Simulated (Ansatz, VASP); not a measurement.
**Cu: VASP beside Ansatz**

```
CELL_PARAMETERS angstrom
4.05627 0.00000 0.00000
-2.02814 3.51283 0.00000
0.00000 0.00000 2.48649
ATOMIC_POSITIONS crystal
Cu 0.00000 0.00000 0.00000
Cu 0.33333 0.66667 0.50000
Cu 0.66667 0.33333 0.50000
```

Alike in both runs: task relaxation of cell and atoms; functional RPBE; k mesh 9 × 9 × 13; occupations fermi-dirac, width 0.1 eV; no spin polarisation.

```csv
,VASP,Ansatz
version,VASP 6.6.1,Ansatz 0.2.0
potentials or method,"VASP PAW PBE potentials, release 64 (Cu), cutoff 600 eV","plane waves (420 eV) with PAW, scalar-relativistic"
valence electrons in the cell,33,57
```

|  | VASP | Ansatz | Ansatz less VASP |
| --- | --- | --- | --- |
| relaxed volume (Å³/atom) | 12.69 | 12.63 | -0.064 |
| relaxed cell length with the largest relative difference (Å) | 4.184 | 4.176 | -0.0076 |

VASP's potentials were made for PBE, not for RPBE. VASP's potentials hold 33 valence electrons a cell and Ansatz's 57, so a difference there can come from the potentials and not from the codes.
